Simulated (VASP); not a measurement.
Set up this calculation in VASP 6.6.1, as the native input.

* Task: single point
* Functional: PBE
* Dispersion: D3(BJ)
* Potentials or basis: VASP PAW PBE potentials, release 64 (Cs_sv, Li_sv, Cr_pv, Te, S)
* Cutoff: 520 eV
* k mesh: 3 × 5 × 3
* Occupations: fermi-dirac, width 0.05 eV
* Spin: collinear spin, ferromagnetic start
* Starting moments: [0.0, 0.0, 3.0, 3.0, 0.0, 0.0, 0.0, 0.0, 0.0] μB
* Dipole correction: no
* Further INCAR settings: ALGO = Normal; EDIFF = 1e-06; NBANDS = 47

The structure of CsLiCr2Te2S3 lies in POSCAR:

```
CsLiCr2Te2S3
1.0
    6.9813037360      0.0000000000     -0.0163260741
    0.0000000000      3.9026411103      0.0000000000
   -2.6836901759      0.0000000000      8.3382861349
Cs Li Cr Te S
1 1 2 2 3
Direct
    0.0854599952      0.0000000000      0.3845018499
    0.8563350148      0.5000000000      0.7850075253
    0.1261732833      0.0000000000      0.9448487530
    0.5958007603      0.5000000000      0.9758935158
    0.5114703249      0.0000000000      0.1638857947
    0.5523650343      0.0000000000      0.7445085980
    0.8689032243      0.0000000000      0.6750672446
    0.2501606820      0.5000000000      0.8371184023
    0.9677816809      0.5000000000      0.0571083164
```

One way to write it, as run:

INCAR

```
ALGO = Normal
EDIFF = 1E-6
ENCUT = 520
GGA = PE
ISIF = 2
ISMEAR = -1
ISPIN = 2
IVDW = 12
LASPH = T
LCHARG = F
LMAXMIX = 4
LORBIT = 11
LREAL = F
LWAVE = F
MAGMOM = 0 0 3 3 0 0 0 0 0
NBANDS = 47
NELM = 150
PREC = Accurate
SIGMA = 0.05
```

KPOINTS

```
k-points
0
Gamma
  3 5 3
```

Potentials or basis: VASP PAW PBE potentials, release 64 (Cs_sv, Li_sv, Cr_pv, Te, S).

Command:

```bash
$ cat potpaw_PBE.64/Cs_sv/POTCAR potpaw_PBE.64/Li_sv/POTCAR potpaw_PBE.64/Cr_pv/POTCAR potpaw_PBE.64/Te/POTCAR potpaw_PBE.64/S/POTCAR > POTCAR
$ mpirun -np 1 vasp_std > vasp.out
```

Results of the run:

The largest force is 0.018 eV/Å and the band gap on the k mesh is 0.53 eV (least direct gap 0.65 eV). The net moment is 6.00 μB per cell. The site moments are Cs +0.00; Li -0.00; Cr +3.04, +2.92; Te -0.14, -0.05; S -0.03, -0.11, -0.05 μB. The valence electrons inside the program's atomic spheres are Cs 6.58; Li 2.13; Cr 10.53, 10.62; Te 3.42, 3.39; S 3.75, 3.72, 3.73 and the dispersion energy per atom is -0.317 eV.

Caveat: semilocal functionals underestimate gaps, and a narrow one can read as zero; spin-orbit coupling is left out, which moves the levels of the heavy elements; the run started ferromagnetic, and an antiferromagnetic order may lie lower in energy.

Wall time 13 min on 1 thread of Intel Xeon 8259CL (shared host), peak memory 0.6 GiB.
